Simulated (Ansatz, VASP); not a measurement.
**ScSi10 in VASP and in Ansatz**

INCAR

```
ALGO = Normal
EDIFF = 1E-6
ENCUT = 520
GGA = PE
ISIF = 2
ISMEAR = 0
ISPIN = 2
LASPH = T
LCHARG = T
LELF = T
LMAXMIX = 4
LORBIT = 11
LREAL = F
LVHAR = T
LWAVE = F
MAGMOM = 1 0 0 0 0 0 0 0 0 0 0
NBANDS = 40
NELM = 150
PREC = Accurate
SIGMA = 0.1
```

KPOINTS

```
k-points
0
Gamma
  3 3 4
```

POSCAR

```
ScSi10
1.0
    6.8924189882      0.0000000000      0.0000000000
   -3.4462094941      5.9690099373      0.0000000000
    0.0000000000      0.0000000000      5.0045282850
Sc Si
1 10
Direct
    0.0000000000      0.0000000000      0.0000000000
    0.3333333333      0.6666666667      0.2380281251
    0.3333333333      0.6666666667      0.7619718749
    0.6666666667      0.3333333333      0.7619718749
    0.6666666667      0.3333333333      0.2380281251
    0.3151168162      0.0000000000      0.6319960237
    0.0000000000      0.3151168162      0.6319960237
    0.6848831838      0.6848831838      0.6319960237
    0.0000000000      0.6848831838      0.3680039763
    0.6848831838      0.0000000000      0.3680039763
    0.3151168162      0.3151168162      0.3680039763
```

Input for Ansatz:

```yaml
crystal:
  lattice:
    - [6.8924189882, 0.0, 0.0]
    - [-3.4462094941, 5.9690099373, 0.0]
    - [0.0, 0.0, 5.004528285]
  atoms:
    - { symbol: Sc, position: [0.0, 0.0, 0.0], spin: 1.0 }
    - { symbol: Si, position: [0.3333333333, 0.6666666667, 0.2380281251] }
    - { symbol: Si, position: [0.3333333333, 0.6666666667, 0.7619718749] }
    - { symbol: Si, position: [0.6666666667, 0.3333333333, 0.7619718749] }
    - { symbol: Si, position: [0.6666666667, 0.3333333333, 0.2380281251] }
    - { symbol: Si, position: [0.3151168162, 0.0, 0.6319960237] }
    - { symbol: Si, position: [0.0, 0.3151168162, 0.6319960237] }
    - { symbol: Si, position: [0.6848831838, 0.6848831838, 0.6319960237] }
    - { symbol: Si, position: [0.0, 0.6848831838, 0.3680039763] }
    - { symbol: Si, position: [0.6848831838, 0.0, 0.3680039763] }
    - { symbol: Si, position: [0.3151168162, 0.3151168162, 0.3680039763] }
basis:
  ecutwfc: 420
kpoints:
  mp_grid: { grid: [3, 3, 4] }
hamiltonian:
  xc: pbe
scf:
  occupations: { method: gaussian, width: 0.1 }
  lower_state_search: "off"
output:
  forces: true
  stress: true
  eigenvalues: true
  populations: true
magnetization:
  spin_polarized: true
```

Alike in both runs: task single point; functional PBE; k mesh 3 × 3 × 4; occupations gaussian, width 0.1 eV; collinear spin.

```csv
,VASP,Ansatz
version,VASP 6.6.1,Ansatz 0.2.0
potentials or method,"VASP PAW PBE potentials, release 64 (Sc_sv, Si), cutoff 520 eV","scalar-relativistic, plane waves, PAW"
valence electrons in the cell,51,51
```

Ansatz gave:

| Item | Value |
| --- | --- |
| gap on the k mesh at the Fermi level (eV) | none |
| pressure (GPa) | 0.0 |
| traceless stress, the component that is largest in VASP (GPa) | 0.05 |
| rms of the force components (eV/Å) | 0.006 |
| net moment per atom (μB) | 0.00 |

Question: Estimate VASP's values.

Answer: gap on the k mesh at the Fermi level (eV): none; pressure (GPa): 0.0; traceless stress, the component that is largest in VASP (GPa): 0.07; rms of the force components (eV/Å): 0.007; net moment per atom (μB): 0.00.

Atom by atom the forces differ by 0.003 eV/Å (rms over components). A gap of «none» marks a metal or a gap that the smearing closes. Ansatz's warnings: seeded moment not kept.
